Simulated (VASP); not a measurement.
Wanted: the native input for a VASP 6.6.1 run.

```yaml
Task: single point
Functional: PBE
Potentials_or_basis: VASP PAW PBE potentials, release 64 (Cu, Au)
Cutoff: 520 eV
k_mesh: 14 × 14 × 12
Occupations: gaussian, width 0.1 eV
Spin: no spin polarisation
Dipole_correction: no
Further_INCAR_settings: ALGO = Normal; EDIFF = 1e-06; NBANDS = 18
```

The structure of CuAu lies in POSCAR:

```
CuAu
1.0
    2.9487535697      0.0000000000      0.0000000000
    0.0000000000      2.9487535697      0.0000000000
    0.0000000000      0.0000000000      3.6579656389
Cu Au
1 1
Direct
    0.5000000000      0.5000000000      0.5000000000
    0.0000000000      0.0000000000      0.0000000000
```

These files were run (other wordings do the same):

INCAR

```
SYSTEM = CuAu
ALGO = Normal
EDIFF = 1E-6
ENCUT = 520
GGA = PE
ISIF = 2
ISMEAR = 0
LASPH = .TRUE.
LCHARG = .FALSE.
LREAL = .FALSE.
LWAVE = .FALSE.
NBANDS = 18
NELM = 100
PREC = Accurate
SIGMA = 0.1
```

KPOINTS

```
k-points
0
G
  14 14 12
  0 0 0
```

Potentials or basis: VASP PAW PBE potentials, release 64 (Cu, Au).

Run with:

```bash
$ cat potpaw_PBE.64/Cu/POTCAR potpaw_PBE.64/Au/POTCAR > POTCAR
$ mpirun -np 1 vasp_std > vasp.out
```

It gave:

```
Pressure               : -7.0 GPa
Band gap on the k mesh : zero (bands 11 and 12 overlap by 6.65 eV)
```

Caveat: the cell stands under tension; spin-orbit coupling is left out, which moves the levels of the heavy elements.

Wall time 93 s on 1 thread of Intel(R) Xeon(R) 6975P-C (Granite Rapids), on a shared host, peak memory 0.26 GiB.
